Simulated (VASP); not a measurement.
# PbS (Galena) in VASP: further runs

Runs on PbS (Galena). Level: LDA. Tasks: single point.

Program: VASP 6.6.1. These are calculated values, not measurements. Logs are shortened: lines on timing, memory, paths and dates and some standing lists are left out, and cuts for length are marked.

**1. The cell of the first run**

Symmetry: Fm-3m, No. 225, cubic system. Conventional cell: a = 5.931 Å, b = 5.931 Å, c = 5.931 Å, α = 90.00°, β = 90.00°, γ = 90.00°. Within 3.9 Å of Pb (site symmetry m-3m) lie 6 S at 2.97 Å. S (site symmetry m-3m) has 6 Pb at 2.97 Å within 3.9 Å.

**2. Single point, LDA**

The input, INCAR:

```
ALGO = Normal ; EDIFF = 1E-6
ENCUT = 500 ; GGA_COMPAT = F
ISIF = 2 ; ISMEAR = 0
LASPH = T ; LCHARG = F
LREAL = F ; LWAVE = F
NBANDS = 17 ; NELM = 120
PREC = Accurate ; SIGMA = 0.01
```

The input, KPOINTS:

```
k-points
0
Gamma
  5 5 5
```

The input, POSCAR:

```
PbS
1.0
    0.0000000000      2.9657500000      2.9657500000
    2.9657500000      0.0000000000      2.9657500000
    2.9657500000      2.9657500000      0.0000000000
Pb S
1 1
Direct
    0.0000000000      0.0000000000      0.0000000000
    0.5000000000      0.5000000000      0.5000000000
```

Potentials or basis: VASP PAW LDA potentials, release 64 (Pb_d, S).

Command:

```bash
> cat potpaw_LDA.64/Pb_d/POTCAR potpaw_LDA.64/S/POTCAR > POTCAR
> mpirun -np 1 vasp_std > vasp.out
```

OUTCAR:

```text
EDIFF = 1E-6
   ENCUT = 500
   ISIF = 2
   ISMEAR = 0
   LASPH = T
   LREAL = F
   NELM = 120
   PREC = Accurate

 ion  position               nearest neighbor table
   1  0.000  0.000  0.000-   2 2.97   2 2.97   2 2.97   2 2.97   2 2.97   2 2.97
   2  0.500  0.500  0.500-   1 2.97   1 2.97   1 2.97   1 2.97   1 2.97   1 2.97

  LATTYP: Found a face centered cubic cell.
 ALAT       =     5.9315000000

  Lattice vectors:

 A1 = (   0.0000000000,   2.9657500000,   2.9657500000)
 A2 = (   2.9657500000,   0.0000000000,   2.9657500000)
 A3 = (   2.9657500000,   2.9657500000,   0.0000000000)

Analysis of symmetry for initial positions (statically):
=====================================================================
 Subroutine PRICEL returns:
 Original cell was already a primitive cell.

 Routine SETGRP: Setting up the symmetry group for a
 face centered cubic supercell.

 Subroutine GETGRP returns: Found 48 space group operations
 (whereof 48 operations were pure point group operations)
 out of a pool of 48 trial point group operations.

The static configuration has the point symmetry O_h .

Analysis of symmetry for dynamics (positions and initial velocities):
=====================================================================
 Subroutine PRICEL returns:
 Original cell was already a primitive cell.

 Routine SETGRP: Setting up the symmetry group for a
 face centered cubic supercell.

 Subroutine GETGRP returns: Found 48 space group operations
 (whereof 48 operations were pure point group operations)
 out of a pool of 48 trial point group operations.

The dynamic configuration has the point symmetry O_h .

 Subroutine INISYM returns: Found 48 space group operations
 (whereof 48 operations are pure point group operations),
 and found     1 'primitive' translations

----------------------------------------------------------------------------------------

                                     Primitive cell

  volume of cell :      52.1715

  direct lattice vectors                    reciprocal lattice vectors
     0.000000000  2.965750000  2.965750000    -0.168591419  0.168591419  0.168591419
     2.965750000  0.000000000  2.965750000     0.168591419 -0.168591419  0.168591419
     2.965750000  2.965750000  0.000000000     0.168591419  0.168591419 -0.168591419

  length of vectors
     4.194203873  4.194203873  4.194203873     0.292008903  0.292008903  0.292008903

  position of ions in fractional coordinates (direct lattice)
     0.000000000  0.000000000  0.000000000
     0.500000000  0.500000000  0.500000000

  ion indices of the primitive-cell ions
   primitive index   ion index
                 1           1
                 2           2

----------------------------------------------------------------------------------------

 KPOINTS: k-points

Automatic generation of k-mesh.
 Grid dimensions read from file:
 generate k-points for:    5    5    5

 Generating k-lattice:

  Cartesian coordinates                     Fractional coordinates (reciprocal lattice)
    -0.033718284  0.033718284  0.033718284     0.200000000  0.000000000  0.000000000
     0.033718284 -0.033718284  0.033718284     0.000000000  0.200000000  0.000000000
     0.033718284  0.033718284 -0.033718284     0.000000000  0.000000000  0.200000000

  Length of vectors
     0.058401781  0.058401781  0.058401781

  Shift w.r.t. Gamma in fractional coordinates (k-lattice)
     0.000000000  0.000000000  0.000000000

 Subroutine IBZKPT returns following result:
 ===========================================

 Found     10 irreducible k-points:

 Following reciprocal coordinates:
            Coordinates               Weight
  0.000000  0.000000  0.000000      1.000000
  0.200000  0.000000  0.000000      8.000000
  0.400000  0.000000  0.000000      8.000000
  0.200000  0.200000  0.000000      6.000000
  0.400000  0.200000  0.000000     24.000000
 -0.400000  0.200000  0.000000     24.000000
 -0.200000  0.200000  0.000000     12.000000
  0.400000  0.400000  0.000000      6.000000
 -0.400000  0.400000  0.000000     12.000000
 -0.400000  0.400000  0.200000     24.000000
   k-points           NKPTS =     10   k-points in BZ     NKDIM =     10   number of bands    NBANDS=     17
   number of dos      NEDOS =    301   number of ions     NIONS =      2
   total plane-waves  NPLWV =  32768
   dimension x,y,z NGX =    32 NGY =   32 NGZ =   32
   dimension x,y,z NGXF=    64 NGYF=   64 NGZF=   64
   ions per type =               1   1
   NGX,Y,Z   is equivalent  to a cutoff of  12.68, 12.68, 12.68 a.u.
   NGXF,Y,Z  is equivalent  to a cutoff of  25.37, 25.37, 25.37 a.u.
 SYSTEM =  unknown system
   PREC   = accura    normal or accurate (medium, high low for compatibility)
   ISTART =      0    job   : 0-new  1-cont  2-samecut
   ICHARG =      2    charge: 1-file 2-atom 10-const
   ISPIN  =      1    spin polarized calculation?
   LNONCOLLINEAR =      F non collinear calculations
   LSORBIT =      F    spin-orbit coupling
   LASPH  =      T    aspherical Exc in radial PAW
   ENCUT  =  500.0 eV  36.75 Ry    6.06 a.u.   7.65  7.65  7.65*2*pi/ulx,y,z
   NELM   =    120;   NELMIN=  2; NELMDL= -5     # of ELM steps
   EDIFF  = 0.1E-05   stopping-criterion for ELM
   LREAL  =      F    real-space projection
   EDIFFG = 0.1E-04   stopping-criterion for IOM
   NSW    =      0    number of steps for IOM
   IBRION =     -1    ionic relax: 0-MD 1-quasi-New 2-CG
   NFREE  =      0    steps in history (QN), initial steepest desc. (CG)
   ISIF   =      2    stress and relaxation
   ISYM   =      2    0-nonsym 1-usesym 2-fastsym
   POTIM  = 0.5000    time-step for ionic-motion
   TEBEG  =    0.0;   TEEND  =   0.0 temperature during run
   PSTRESS=    0.0 pullay stress
   NELECT =      20.0000    total number of electrons
   NUPDOWN=      -1.0000    fix difference up-down
   EMIN   =  10.00;   EMAX   =-10.00  energy-range for DOS
   EFERMI =   0.00;   METHOD = LEGACY
   ISMEAR =     0;   SIGMA  =   0.01  broadening in eV -4-tet -1-fermi 0-gaus
   EFERMI_NEDOS =   21; number of points for ismear=-14 and -15
   IALGO  =     38    algorithm
   IMIX   =      4    mixing-type and parameters
     AMIX     =   0.40;   BMIX     =  1.00
     AMIX_MAG =   1.60;   BMIX_MAG =  1.00
  volume/ion in A,a.u.               =      26.09       176.04
  Fermi-wavevector in a.u.,A,eV,Ry     =   1.189251  2.247359 19.242973  1.414319
  Thomas-Fermi vector in A             =   2.325363
   LORBIT       =      0    0 simple, 1 ext, 2 COOP (PROOUT), +10 PAW based schemes
   GGA     = CA    functional components
   LHFCALC =     F    Hartree Fock is set to
   AEXX    =    0.0000 exact exchange contribution
   IVDW    =     0    specifies the selected vdW correction
   LEPSILON=     F    determine dielectric tensor
   LRPA    =     F    only Hartree local field effects (RPA)
 non-spin polarized calculation
 Gauss-broadening in eV      SIGMA  =   0.01
  energy-cutoff  :      500.00
  volume of cell :       52.17
 maximum number of plane-waves:      1363
   NGX = 15   NGY = 15   NGZ = 15

 number of electron      19.9999998 magnetization

 Free energy of the ion-electron system (eV)
  ---------------------------------------------------
  ext. energy  EPLUGINS =         0.00000000
  ---------------------------------------------------
  free energy    TOTEN  =        -9.99738621 eV

  energy without entropy =       -9.99738621  energy(sigma->0) =       -9.99738621

 E-fermi :   5.2038     XC(G=0): -10.0320

 val. band max:        5.1519605884   @ k =   0.4000   0.0000   0.0000
 cond. band min:       6.3776651141   @ k =   0.4000   0.0000   0.0000
 fundamental gap:      1.2257045257
 Fermi energy:         5.2038186902

 k-point     1 :       0.0000    0.0000    0.0000
  band No.  band energies     occupation
      1     -11.1872      2.00000
      2     -11.1872      2.00000
      3     -11.1872      2.00000
      4     -11.1786      2.00000
      5     -11.1786      2.00000
      6      -7.9831      2.00000
      7      -0.4927      2.00000
      8       3.4252      2.00000
      9       3.4252      2.00000
     10       3.4252      2.00000
     11      10.6628      0.00000
     12      10.6628      0.00000
     13      10.6628      0.00000
     14      12.2375      0.00000
     15      12.2375      0.00000
     16      12.2375      0.00000
     17      14.0308      0.00000

 k-point     2 :       0.2000    0.0000    0.0000
  band No.  band energies     occupation
      1     -11.1914      2.00000
      2     -11.1914      2.00000
      3     -11.1857      2.00000
      4     -11.1689      2.00000
      5     -11.1689      2.00000
      6      -7.6435      2.00000
      7      -1.5039      2.00000
      8       3.5327      2.00000
      9       3.5327      2.00000
     10       4.1370      2.00000
     11       8.4351      0.00000
     12       9.1572      0.00000
     13       9.1572      0.00000
     14      12.1636      0.00000
     15      13.0700      0.00000
     16      13.0700      0.00000
     17      16.4803      0.00000

 k-point     3 :       0.4000    0.0000    0.0000
  band No.  band energies     occupation
      1     -11.2083      2.00000
      2     -11.2083      2.00000
      3     -11.1843      2.00000
      4     -11.1430      2.00000
      5     -11.1430      2.00000
      6      -6.8801      2.00000
      7      -3.0408      2.00000
      8       3.7752      2.00000
      9       3.7752      2.00000
     10       5.1520      2.00000
     11       6.3777      0.00000
     12       7.6513      0.00000
     13       7.6513      0.00000
     14      13.3909      0.00000
     15      14.9711      0.00000
     16      14.9711      0.00000
     17      16.9199      0.00000

 k-point     4 :       0.2000    0.2000    0.0000
  band No.  band energies     occupation
      1     -11.2148      2.00000
      2     -11.1963      2.00000
      3     -11.1694      2.00000
      4     -11.1662      2.00000
      5     -11.1662      2.00000
      6      -7.5190      2.00000
      7      -1.4502      2.00000
      8       2.9502      2.00000
      9       2.9502      2.00000
     10       4.4628      2.00000
     11       7.5752      0.00000
     12      10.2982      0.00000
     13      10.2982      0.00000
     14      10.5887      0.00000
     15      14.6126      0.00000
     16      14.6126      0.00000
     17      15.1391      0.00000

 k-point     5 :       0.4000    0.2000    0.0000
  band No.  band energies     occupation
      1     -11.2467      2.00000
      2     -11.1920      2.00000
      3     -11.1811      2.00000
      4     -11.1522      2.00000
      5     -11.1392      2.00000
      6      -6.8658      2.00000
      7      -2.4187      2.00000
      8       2.6715      2.00000
      9       2.8586      2.00000
     10       3.6058      2.00000
     11       7.9494      0.00000
     12       9.2773      0.00000
     13       9.4253      0.00000
     14      11.4513      0.00000
     15      15.5048      0.00000
     16      15.9582      0.00000
     17      16.9977      0.00000

 k-point     6 :      -0.4000    0.2000    0.0000
  band No.  band energies     occupation
      1     -11.2410      2.00000
      2     -11.1950      2.00000
      3     -11.1742      2.00000
      4     -11.1538      2.00000
      5     -11.1407      2.00000
      6      -6.5148      2.00000
      7      -3.0138      2.00000
      8       1.9973      2.00000
      9       3.3740      2.00000
     10       4.2495      2.00000
     11       7.2425      0.00000
     12       8.1976      0.00000
     13       9.5340      0.00000
     14      13.5753      0.00000
     15      14.7470      0.00000
     16      14.9696      0.00000
     17      17.2442      0.00000

 k-point     7 :      -0.2000    0.2000    0.0000
  band No.  band energies     occupation
      1     -11.2078      2.00000
      2     -11.1964      2.00000
      3     -11.1806      2.00000
      4     -11.1640      2.00000
      5     -11.1533      2.00000
      6      -7.1339      2.00000
      7      -2.2953      2.00000
      8       2.3472      2.00000
      9       3.8981      2.00000
     10       5.0643      2.00000
     11       6.7868      0.00000
     12       7.8925      0.00000
     13       9.6186      0.00000
     14      13.2353      0.00000
     15      13.3978      0.00000
     16      15.3778      0.00000
     17      15.8203      0.00000

 k-point     8 :       0.4000    0.4000    0.0000
  band No.  band energies     occupation
      1     -11.3136      2.00000
      2     -11.2112      2.00000
      3     -11.1546      2.00000
      4     -11.1305      2.00000
      5     -11.1305      2.00000
      6      -6.4856      2.00000
      7      -1.8594      2.00000
      8       1.1710      2.00000
      9       2.2400      2.00000
     10       2.2400      2.00000
     11       9.4619      0.00000
     12      10.2987      0.00000
     13      10.9516      0.00000
     14      10.9516      0.00000
     15      16.3661      0.00000
     16      17.3162      0.00000
     17      17.6943      0.00000

 k-point     9 :      -0.4000    0.4000    0.0000
  band No.  band energies     occupation
      1     -11.3069      2.00000
      2     -11.1983      2.00000
      3     -11.1650      2.00000
      4     -11.1362      2.00000
      5     -11.1297      2.00000
      6      -6.2492      2.00000
      7      -2.2674      2.00000
      8       0.6087      2.00000
      9       2.4579      2.00000
     10       2.7775      2.00000
     11       9.1329      0.00000
     12      10.0592      0.00000
     13      10.7027      0.00000
     14      11.2804      0.00000
     15      16.2708      0.00000
     16      16.8450      0.00000
     17      18.0116      0.00000

 k-point    10 :      -0.4000    0.4000    0.2000
  band No.  band energies     occupation
      1     -11.2777      2.00000
      2     -11.1828      2.00000
      3     -11.1801      2.00000
      4     -11.1533      2.00000
      5     -11.1309      2.00000
      6      -6.3615      2.00000
      7      -2.5481      2.00000
      8       1.5239      2.00000
      9       1.5853      2.00000
     10       4.3196      2.00000
     11       7.7529      0.00000
     12       9.8510      0.00000
     13       9.9201      0.00000
     14      12.7784      0.00000
     15      14.5629      0.00000
     16      17.1211      0.00000
     17      17.2235      0.00000

------------------------ aborting loop because EDIFF is reached ----------------------------------------

  FORCE on cell =-STRESS in cart. coord.  units (eV):
  Direction    XX          YY          ZZ          XY          YZ          ZX
  --------------------------------------------------------------------------------------
  -------------------------------------------------------------------------------------
  Total       -0.9046474     -0.9046474     -0.9046474      0.0000000      0.0000000      0.0000000
  in kB      -27.7815405    -27.7815405    -27.7815405      0.0000000      0.0000000      0.0000000
  external PRESSURE =     -27.7815405 kB  Pullay stress =       0.0000000 kB

 VOLUME and BASIS-vectors are now :
 -----------------------------------------------------------------------------
  energy-cutoff  :      500.00
  volume of cell :       52.17
      direct lattice vectors                 reciprocal lattice vectors
     0.000000000  2.965750000  2.965750000    -0.168591419  0.168591419  0.168591419
     2.965750000  0.000000000  2.965750000     0.168591419 -0.168591419  0.168591419
     2.965750000  2.965750000  0.000000000     0.168591419  0.168591419 -0.168591419

 POSITION                                       TOTAL-FORCE (eV/Angst)
 -----------------------------------------------------------------------------------
      0.00000      0.00000      0.00000        -0.000000     -0.000000      0.000000
      2.96575      2.96575      2.96575         0.000000      0.000000     -0.000000
 -----------------------------------------------------------------------------------
    total drift:                                0.000000     -0.000000     -0.000000

  FREE ENERGIE OF THE ION-ELECTRON SYSTEM (eV)
  ---------------------------------------------------
  free  energy   TOTEN  =        -9.9973862053 eV

  energy  without entropy=       -9.9973862053  energy(sigma->0) =       -9.99738621
```

Run time: 5.3 s. Hardware: 1 thread of AMD EPYC 9R45 (Zen 5), shared host; peak memory 0.12 GiB.

Results:

| Property | Result |
| --- | --- |
| Free energy | -9.9974 eV |
| Pressure | -2.8 GPa |

Caveat: this odd mesh misses L, where the gap lies, so gap, dielectric constants and Born charges aren't listed; spin-orbit coupling is left out, which moves the levels of the heavy elements.

(Continued in part 2 of 2.)
